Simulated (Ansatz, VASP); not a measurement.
## One calculation of Ru, two programs

```xyz
1
Lattice="-1.4932 1.4932 1.4932 1.4932 -1.4932 1.4932 1.4932 1.4932 -1.4932" Properties=species:S:1:pos:R:3 pbc="T T T"
Ru    0.0000    0.0000    0.0000
```

Alike in both runs: task single point; functional RPBE; k mesh 16 × 16 × 16; occupations fermi-dirac, width 0.1 eV; no spin polarisation.

|  | VASP | Ansatz |
| --- | --- | --- |
| version | VASP 6.6.1 | Ansatz 0.2.0 |
| potentials or method | VASP PAW PBE potentials, release 64 (Ru_pv), cutoff 520 eV | plane waves (420 eV) with PAW, scalar-relativistic |
| valence electrons in the cell | 14 | 16 |

```csv
,VASP,Ansatz,Ansatz less VASP
pressure (GPa),26.8,26.9,0.00
```

VASP's potentials were made for PBE, not for RPBE. The functional is the same, so the differences come from potentials, cutoffs and numerics. VASP's potentials hold 14 valence electrons a cell and Ansatz's 16, so a difference there can come from the potentials and not from the codes.
